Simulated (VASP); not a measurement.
# Hf4F in VASP: single point with PBE

Aim: the single point of Hf4F with PBE.

Program: VASP 6.6.1. These are calculated values, not measurements. Logs are shortened: lines on timing, memory, paths and dates and some standing lists are left out, and cuts for length are marked.

## Step 1: The cell of the first run

The cell holds a slab with vacuum, 5 atoms: a = 3.205 Å, b = 3.205 Å, c = 24.528 Å, α = 90.00°, β = 90.00°, γ = 120.00°.

## Step 2: Single point, PBE

INCAR

```
SYSTEM = Hf4F
ALGO = Normal ; DIPOL = 0.5 0.5 0.362
EDIFF = 1E-7 ; ENCUT = 520
GGA = PE ; IDIPOL = 3
ISIF = 2 ; ISMEAR = 0
LASPH = .TRUE. ; LCHARG = .FALSE.
LDIPOL = .TRUE. ; LREAL = .FALSE.
LWAVE = .FALSE. ; NBANDS = 32
NELM = 100 ; PREC = Accurate
SIGMA = 0.1
```

KPOINTS

```
k-points
0
G
  9 9 1
  0 0 0
```

POSCAR

```
Hf4F
1.0
    3.2048170381      0.0000000000      0.0000000000
   -1.6024085190      2.7754529695      0.0000000000
    0.0000000000      0.0000000000     24.5281466259
Hf F
4 1
Direct
    0.6666666667      0.3333333333      0.1630779553
    0.3333333333      0.6666666667      0.2663815885
    0.6666666667      0.3333333333      0.3732987945
    0.3333333333      0.6666666667      0.4699966451
    0.5555555556      0.4444444444      0.5397124711
```

Potentials or basis: VASP PAW PBE potentials, release 64 (Hf_pv, F).

Run with:

```sh
> cat potpaw_PBE.64/Hf_pv/POTCAR potpaw_PBE.64/F/POTCAR > POTCAR
> mpirun -np 1 vasp_std > vasp.out
```

OUTCAR:

```text
SYSTEM = Hf4F
   EDIFF = 1E-7
   ENCUT = 520
   GGA = PE
   ISIF = 2
   ISMEAR = 0
   LASPH = .TRUE.
   LREAL = .FALSE.
   NELM = 100
   PREC = Accurate

 ion  position               nearest neighbor table
   1  0.667  0.333  0.163-   2 3.14   2 3.14   2 3.14
   2  0.333  0.667  0.266-   1 3.14   1 3.14   1 3.14   3 3.21   3 3.21   3 3.21
   3  0.667  0.333  0.373-   4 3.01   4 3.01   4 3.01   2 3.21   2 3.21   2 3.21
   4  0.333  0.667  0.470-   5 2.11   5 2.81   5 2.81   3 3.01   3 3.01   3 3.01
   5  0.556  0.444  0.540-   4 2.11   4 2.81   4 2.81

  LATTYP: Found a hexagonal cell.
 ALAT       =     3.2048170381
 C/A-ratio  =     7.6535247829

  Lattice vectors:

 A1 = (   3.2048170381,   0.0000000000,   0.0000000000)
 A2 = (  -1.6024085190,   2.7754529695,   0.0000000000)
 A3 = (   0.0000000000,   0.0000000000,  24.5281466259)

Analysis of symmetry for initial positions (statically):
=====================================================================
 Subroutine PRICEL returns:
 Original cell was already a primitive cell.

 Routine SETGRP: Setting up the symmetry group for a
 hexagonal supercell.

 Subroutine GETGRP returns: Found  2 space group operations
 (whereof  2 operations were pure point group operations)
 out of a pool of 24 trial point group operations.

The static configuration has the point symmetry C_1h.

Analysis of symmetry for dynamics (positions and initial velocities):
=====================================================================
 Subroutine PRICEL returns:
 Original cell was already a primitive cell.

 Routine SETGRP: Setting up the symmetry group for a
 hexagonal supercell.

 Subroutine GETGRP returns: Found  2 space group operations
 (whereof  2 operations were pure point group operations)
 out of a pool of 24 trial point group operations.

The dynamic configuration has the point symmetry C_1h.

 Subroutine INISYM returns: Found  2 space group operations
 (whereof  2 operations are pure point group operations),
 and found     1 'primitive' translations

----------------------------------------------------------------------------------------

                                     Primitive cell

  volume of cell :     218.1734

  direct lattice vectors                    reciprocal lattice vectors
     3.204817038  0.000000000  0.000000000     0.312030293  0.180150774  0.000000000
    -1.602408519  2.775452969  0.000000000     0.000000000  0.360301548  0.000000000
     0.000000000  0.000000000 24.528146626     0.000000000  0.000000000  0.040769489

  length of vectors
     3.204817038  3.204817038 24.528146626     0.360301548  0.360301548  0.040769489

  position of ions in fractional coordinates (direct lattice)
     0.666666667  0.333333333  0.163077955
     0.333333333  0.666666667  0.266381589
     0.666666667  0.333333333  0.373298795
     0.333333333  0.666666667  0.469996645
     0.555555556  0.444444444  0.539712471

  ion indices of the primitive-cell ions
   primitive index   ion index
                 1           1
                 2           2
                 3           3
                 4           4
                 5           5

----------------------------------------------------------------------------------------

 KPOINTS: k-points

Automatic generation of k-mesh.
 Grid dimensions read from file:
 generate k-points for:    9    9    1

 Generating k-lattice:

  Cartesian coordinates                     Fractional coordinates (reciprocal lattice)
     0.034670033  0.020016753  0.000000000     0.111111111 -0.000000000  0.000000000
     0.000000000  0.040033505  0.000000000     0.000000000  0.111111111  0.000000000
     0.000000000  0.000000000  0.040769489     0.000000000  0.000000000  1.000000000

  Length of vectors
     0.040033505  0.040033505  0.040769489

  Shift w.r.t. Gamma in fractional coordinates (k-lattice)
     0.000000000  0.000000000  0.000000000

 Subroutine IBZKPT returns following result:
 ===========================================

 Found     25 irreducible k-points:

 Following reciprocal coordinates:
            Coordinates               Weight
  0.000000  0.000000  0.000000      1.000000
  0.111111 -0.000000  0.000000      4.000000
 -0.111111  0.111111  0.000000      2.000000
  0.222222 -0.000000  0.000000      4.000000
 -0.222222  0.222222  0.000000      2.000000
  0.333333 -0.000000  0.000000      4.000000
[... 16 lines left out ...]
 -0.222222 -0.444444  0.000000      4.000000
  0.444444  0.333333  0.000000      4.000000
   k-points           NKPTS =     25   k-points in BZ     NKDIM =     25   number of bands    NBANDS=     32
   number of dos      NEDOS =    301   number of ions     NIONS =      5
   total plane-waves  NPLWV = 110592
   dimension x,y,z NGX =    24 NGY =   24 NGZ =  192
   dimension x,y,z NGXF=    48 NGYF=   48 NGZF=  384
   ions per type =               4   1
   NGX,Y,Z   is equivalent  to a cutoff of  12.45, 12.45, 13.01 a.u.
   NGXF,Y,Z  is equivalent  to a cutoff of  24.90, 24.90, 26.03 a.u.
 SYSTEM =  Hf4F
   PREC   = accura    normal or accurate (medium, high low for compatibility)
   ISTART =      0    job   : 0-new  1-cont  2-samecut
   ICHARG =      2    charge: 1-file 2-atom 10-const
   ISPIN  =      1    spin polarized calculation?
   LNONCOLLINEAR =      F non collinear calculations
   LSORBIT =      F    spin-orbit coupling
   LASPH  =      T    aspherical Exc in radial PAW
   ENCUT  =  520.0 eV  38.22 Ry    6.18 a.u.   5.96  5.96 45.61*2*pi/ulx,y,z
   NELM   =    100;   NELMIN=  2; NELMDL= -5     # of ELM steps
   EDIFF  = 0.1E-06   stopping-criterion for ELM
   LREAL  =      F    real-space projection
   EDIFFG = 0.1E-05   stopping-criterion for IOM
   NSW    =      0    number of steps for IOM
   IBRION =     -1    ionic relax: 0-MD 1-quasi-New 2-CG
   NFREE  =      0    steps in history (QN), initial steepest desc. (CG)
   ISIF   =      2    stress and relaxation
   ISYM   =      2    0-nonsym 1-usesym 2-fastsym
   POTIM  = 0.5000    time-step for ionic-motion
   TEBEG  =    0.0;   TEEND  =   0.0 temperature during run
   PSTRESS=    0.0 pullay stress
   NELECT =      47.0000    total number of electrons
   NUPDOWN=      -1.0000    fix difference up-down
   EMIN   =  10.00;   EMAX   =-10.00  energy-range for DOS
   EFERMI =   0.00;   METHOD = LEGACY
   ISMEAR =     0;   SIGMA  =   0.10  broadening in eV -4-tet -1-fermi 0-gaus
   EFERMI_NEDOS =   21; number of points for ismear=-14 and -15
   IALGO  =     38    algorithm
   IMIX   =      4    mixing-type and parameters
     AMIX     =   0.40;   BMIX     =  1.00
     AMIX_MAG =   1.60;   BMIX_MAG =  1.00
  volume/ion in A,a.u.               =      43.63       294.46
  Fermi-wavevector in a.u.,A,eV,Ry     =   0.981387  1.854552 13.104041  0.963120
  Thomas-Fermi vector in A             =   2.112389
   LORBIT       =      0    0 simple, 1 ext, 2 COOP (PROOUT), +10 PAW based schemes
   GGA     = PE    functional components
   LHFCALC =     F    Hartree Fock is set to
   AEXX    =    0.0000 exact exchange contribution
   IVDW    =     0    specifies the selected vdW correction
   LEPSILON=     F    determine dielectric tensor
   LRPA    =     F    only Hartree local field effects (RPA)
 non-spin polarized calculation
 Gauss-broadening in eV      SIGMA  =   0.10
  energy-cutoff  :      520.00
  volume of cell :      218.17
 maximum number of plane-waves:      5922
   NGX = 11   NGY = 11   NGZ = 91

 dipolmoment           0.000000      0.000000     -0.009029 electrons x Angstroem

 number of electron      47.0000001 magnetization

 dipolmoment           0.000000      0.000000      0.097334 electrons x Angstroem

 Free energy of the ion-electron system (eV)
  ---------------------------------------------------
  ext. energy  EPLUGINS =         0.00000000
  ---------------------------------------------------
  free energy    TOTEN  =       -44.17185056 eV

  energy without entropy =      -44.13698651  energy(sigma->0) =      -44.15441854

 E-fermi :  -0.8061     XC(G=0):  -5.7571

 val. band max:       -0.8071405257   @ k =   0.4444   0.3333   0.0000
 cond. band min:      -0.8057075004   @ k =   0.1111  -0.0000   0.0000
 fundamental gap:      0.0014330254
 Fermi energy:        -0.8060809613

 k-point     1 :       0.0000    0.0000    0.0000
  band No.  band energies     occupation
      1     -32.2760      2.00000
      2     -31.9279      2.00000
      3     -31.7502      2.00000
      4     -31.7442      2.00000
      5     -31.4284      2.00000
      6     -31.4277      2.00000
[... 24 lines left out ...]
     31       0.9048      0.00000
     32       0.9244      0.00000

 k-point     2 :       0.1111   -0.0000    0.0000
  band No.  band energies     occupation
      1     -32.2598      2.00000
      2     -31.9140      2.00000
      3     -31.8198      2.00000
      4     -31.7643      2.00000
      5     -31.5055      2.00000
      6     -31.4413      2.00000
[... 24 lines left out ...]
     31       0.8998      0.00000
     32       1.1830      0.00000

 k-point     3 :      -0.1111    0.1111    0.0000
  band No.  band energies     occupation
      1     -32.2583      2.00000
      2     -31.9140      2.00000
      3     -31.8257      2.00000
      4     -31.7601      2.00000
      5     -31.5038      2.00000
      6     -31.4432      2.00000
[... 24 lines left out ...]
     31       0.9540      0.00000
     32       1.1995      0.00000

 k-point     4 :       0.2222   -0.0000    0.0000
  band No.  band energies     occupation
      1     -32.2203      2.00000
      2     -31.9962      2.00000
      3     -31.8791      2.00000
      4     -31.8049      2.00000
      5     -31.6678      2.00000
      6     -31.4803      2.00000
[... 24 lines left out ...]
     31       1.4217      0.00000
     32       1.6293      0.00000

 k-point     5 :      -0.2222    0.2222    0.0000
  band No.  band energies     occupation
      1     -32.2160      2.00000
      2     -32.0051      2.00000
      3     -31.8791      2.00000
      4     -31.8001      2.00000
      5     -31.6661      2.00000
      6     -31.4822      2.00000
[... 584 lines left out ...]
     31       1.9859      0.00000
     32       2.2773      0.00000

 k-point    22 :       0.3333    0.2222    0.0000
  band No.  band energies     occupation
      1     -32.2333      2.00000
      2     -32.1371      2.00000
      3     -32.0284      2.00000
      4     -31.8977      2.00000
      5     -31.8113      2.00000
      6     -31.6962      2.00000
[... 24 lines left out ...]
     31       2.3066      0.00000
     32       2.7714      0.00000

 k-point    23 :      -0.2222   -0.4444    0.0000
  band No.  band energies     occupation
      1     -32.2465      2.00000
      2     -32.1271      2.00000
      3     -32.0247      2.00000
      4     -31.8969      2.00000
      5     -31.8114      2.00000
      6     -31.6969      2.00000
[... 24 lines left out ...]
     31       2.3085      0.00000
     32       2.7900      0.00000

 k-point    24 :       0.4444    0.3333    0.0000
  band No.  band energies     occupation
      1     -32.2604      2.00000
      2     -32.1186      2.00000
      3     -32.0183      2.00000
      4     -31.8956      2.00000
      5     -31.8113      2.00000
      6     -31.6981      2.00000
[... 24 lines left out ...]
     31       2.3562      0.00000
     32       2.7838      0.00000

 [... further k-points ...]

------------------------ aborting loop because EDIFF is reached ----------------------------------------

 vacuum level on the upper side and lower side of the slab       (xc-potential included)         0.743        -1.199

  FORCE on cell =-STRESS in cart. coord.  units (eV):
  Direction    XX          YY          ZZ          XY          YZ          ZX
  --------------------------------------------------------------------------------------
  -------------------------------------------------------------------------------------
  Total       -1.8774345     -1.3410710     -3.5454852      0.4645044      0.1166718     -0.2020809
  in kB      -13.7871190     -9.8482829    -26.0366082      3.4111321      0.8567908     -1.4840004
  external PRESSURE =     -16.5573367 kB  Pullay stress =       0.0000000 kB

 VOLUME and BASIS-vectors are now :
 -----------------------------------------------------------------------------
  energy-cutoff  :      520.00
  volume of cell :      218.17
      direct lattice vectors                 reciprocal lattice vectors
     3.204817038  0.000000000  0.000000000     0.312030293  0.180150774  0.000000000
    -1.602408519  2.775452969  0.000000000     0.000000000  0.360301548  0.000000000
     0.000000000  0.000000000 24.528146626     0.000000000  0.000000000  0.040769489

 POSITION                                       TOTAL-FORCE (eV/Angst)
 -----------------------------------------------------------------------------------
      1.60241      0.92515      4.00000        -0.002184      0.001261      0.722836
     -0.00000      1.85030      6.53385        -0.005627      0.003249     -0.756347
      1.60241      0.92515      9.15633         0.062564     -0.036121     -0.441180
     -0.00000      1.85030     11.52815         0.002880     -0.001663      2.154384
      1.06827      1.23353     13.23815        -0.057633      0.033274     -1.679693
 -----------------------------------------------------------------------------------
    total drift:                               -0.000005      0.000003     -0.001829

  FREE ENERGIE OF THE ION-ELECTRON SYSTEM (eV)
  ---------------------------------------------------
  free  energy   TOTEN  =       -44.1718505622 eV

  energy  without entropy=      -44.1369865123  energy(sigma->0) =      -44.15441854

 vacuum level on the upper side and lower side of the slab         5.345         3.361
```

It took 8.6 min on 1 thread of Intel Xeon Platinum 8488C (Sapphire Rapids), shared host; peak memory 0.4 GiB.

What came out:

```
Free energy   : -44.1719 eV
Largest force : 2.154 eV/Å
```

Forces in eV/Å, atoms in the order of the input:
```
Hf  -0.002  0.001  0.723
Hf  -0.006  0.003 -0.756
Hf   0.063 -0.036 -0.441
Hf   0.003 -0.002  2.154
F   -0.058  0.033 -1.680
```

Caveat: spin-orbit coupling is left out, which moves the levels of the heavy elements; an odd number of electrons without spin polarisation forces a metal; a magnetic or distorted state may lie lower.
